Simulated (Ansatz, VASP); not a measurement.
**CdF2 in VASP and in Ansatz**

File INCAR:

```
SYSTEM = CdF2
ALGO     = Normal         ! electronic algorithm
EDIFF    = 1E-6           ! SCF threshold, eV
ENCUT    = 520            ! plane-wave cutoff, eV
GGA      = CA             ! functional
ISIF     = 2              ! what is computed and relaxed
ISMEAR   = -1             ! smearing method
LASPH    = .True.         ! aspherical terms in the spheres
LCHARG   = .False.        ! write CHGCAR
LREAL    = .False.        ! projectors in reciprocal space
LWAVE    = .False.        ! write WAVECAR
NBANDS   = 20             ! bands
NELM     = 60             ! most SCF steps
PREC     = Accurate       ! precision mode
SIGMA    = 0.02           ! smearing width, eV
```

KPOINTS

```
k-points
0
Gamma
  8 8 8
  0 0 0
```

The input POSCAR:

```
CdF2
1.0
    0.0000000000      2.6401200000      2.6940000000
    2.6401200000      0.0000000000      2.6940000000
    2.6401200000      2.6401200000      0.0000000000
Cd F
1 2
Direct
    0.0000000000      0.0000000000      0.0000000000
    0.2500000000      0.2500000000      0.2500000000
    0.7500000000      0.7500000000      0.7500000000
```

Input for Ansatz:

```yaml
crystal:
  lattice:
    - [0.0, 2.64012, 2.694]
    - [2.64012, 0.0, 2.694]
    - [2.64012, 2.64012, 0.0]
  atoms:
    - { symbol: Cd, position: [0.0, 0.0, 0.0] }
    - { symbol: F, position: [0.25, 0.25, 0.25] }
    - { symbol: F, position: [0.75, 0.75, 0.75] }
kpoints:
  mp_grid: { grid: [8, 8, 8] }
  band_path:
    path:
      - [0.0, 0.0, 0.0]
      - [0.0, 0.5, 0.5]
      - [0.25, 0.75, 0.5]
      - [0.0, 0.5, 0.0]
      - [0.0, 0.0, 0.0]
      - [0.5, 0.5, 0.0]
      - [0.37005, 0.62995, 0.0]
      - [-0.37005, 0.37005, 0.0]
      - [0.0, 0.0, 0.0]
    npoints: 5
scf:
  occupations: { method: fermi_dirac, width: 0.02 }
hamiltonian:
  xc: lda
  pseudopotentials: { kind: all_electron, lapw: { basis_error: 0.001 } }
output:
  forces: true
  stress: true
  eigenvalues: true
```

Change from the starting cell: equal xx and yy strain of -2 %.

Alike in both runs: task single point; functional LDA; k mesh 8 × 8 × 8; occupations fermi-dirac, width 0.02 eV; no spin polarisation.

|  | VASP | Ansatz |
| --- | --- | --- |
| version | VASP 6.6.1 | Ansatz 0.2.0 |
| potentials or method | VASP PAW LDA potentials, release 64 (Cd, F), cutoff 520 eV | all-electron LAPW, scalar-relativistic |

Ansatz gave:

| Property | Result |
| --- | --- |
| gap on the k mesh at the Fermi level (eV) | 2.92 |
| pressure (GPa) | -1.3 |
| traceless stress, the component that is largest in VASP (GPa) | -1.56 |

**Question.** Estimate VASP's values.

**Answer.** gap on the k mesh at the Fermi level (eV): 2.92; pressure (GPa): -0.1; traceless stress, the component that is largest in VASP (GPa): -1.54.

LDA's correlation is that of Perdew and Zunger in VASP and of Perdew and Wang (1992) in Ansatz. Ansatz ran all-electron here, and VASP with PAW potentials.
